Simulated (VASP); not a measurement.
Crystal: Ni.

```
Ni
1.0
     4.43981    0.00000    0.00000
     0.00000    4.43981    0.00000
     0.00000    0.00000    4.43981
Ni
8
Direct
  0.00000 0.00000 0.00000
  0.50000 0.50000 0.50000
  0.25000 0.00000 0.50000
  0.75000 0.00000 0.50000
  0.50000 0.25000 0.00000
  0.50000 0.75000 0.00000
  0.00000 0.50000 0.25000
  0.00000 0.50000 0.75000
```

```yaml
Program: VASP 6.6.1
Task: relaxation of cell and atoms
Functional: RPBE
Potentials_or_basis: VASP PAW PBE potentials, release 64 (Ni)
Cutoff: 600 eV
k_mesh: 6 × 6 × 6
Occupations: fermi-dirac, width 0.1 eV
Spin: no spin polarisation
```

At the start: pressure 8.4 GPa; volume 10.94 Å³/atom.

Where does the relaxation end?

Over 3 steps the energy falls by 12.4 meV/atom and the volume is 11.44 Å³/atom (+4.6 %); space group Pm-3n (No. 223, to 0.1 Å) before and after.

Step by step:
| step | energy change (eV) | largest force (eV/Å) | pressure (GPa) | volume (Å³) |
| --- | --- | --- | --- | --- |
| 1 | 0.0000 | 0.0000 | 8.40 | 87.52 |
| 2 | -0.0347 | 0.0000 | -5.72 | 94.98 |
| 3 | -0.0995 | 0.0000 | 0.00 | 91.51 |

Final structure:
```
Ni
1.0
     4.50628    0.00000    0.00000
     0.00000    4.50628    0.00000
     0.00000    0.00000    4.50628
Ni
8
Direct
  0.00000 0.00000 0.00000
  0.50000 0.50000 0.50000
  0.25000 0.00000 0.50000
  0.75000 0.00000 0.50000
  0.50000 0.25000 0.00000
  0.50000 0.75000 0.00000
  0.00000 0.50000 0.25000
  0.00000 0.50000 0.75000
```

Caveat: the PAW data sets were made with another functional, which shifts forces and pressure a little; the run has no spin polarisation, though such a crystal can be magnetic.
